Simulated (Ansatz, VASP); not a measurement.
# CaB3 in VASP and in Ansatz

```xyz
8
Lattice="5.5541 0.0000 0.0000 -2.7771 4.8100 0.0000 0.0000 0.0000 3.3903" Properties=species:S:1:pos:R:3 pbc="T T T"
Ca    0.0000    3.2067    0.8476
Ca    2.7771    1.6033    2.5428
B     2.7771    3.7981    0.8476
B    -1.9007    4.3041    2.5428
B     0.8763    0.5059    0.8476
B     0.0000    1.0119    2.5428
B     4.6778    0.5059    0.8476
B     1.9007    4.3041    2.5428
```

Alike in both runs: functional PBE; k mesh 6 × 6 × 6; occupations gaussian, width 0.1 eV; no spin polarisation.

Ansatz relaxed the structure, and its values are those at the end. VASP's run is a single point on that final structure, the one shown.

```csv
,VASP,Ansatz
version,VASP 6.6.1,Ansatz 0.2.0
potentials or method,"VASP PAW PBE potentials, release 64 (Ca_sv, B), cutoff 520 eV","scalar-relativistic, plane waves, PAW"
valence electrons in the cell,38,38
```

```tsv
	VASP	Ansatz	Ansatz less VASP
gap on the k mesh at the Fermi level (eV)	none	none	-
pressure (GPa)	0.3	0.1	-0.25
rms of the force components (eV/Å)	0.007	0.003	-0.0035
```

A gap of «none» marks a metal or a gap that the smearing closes.
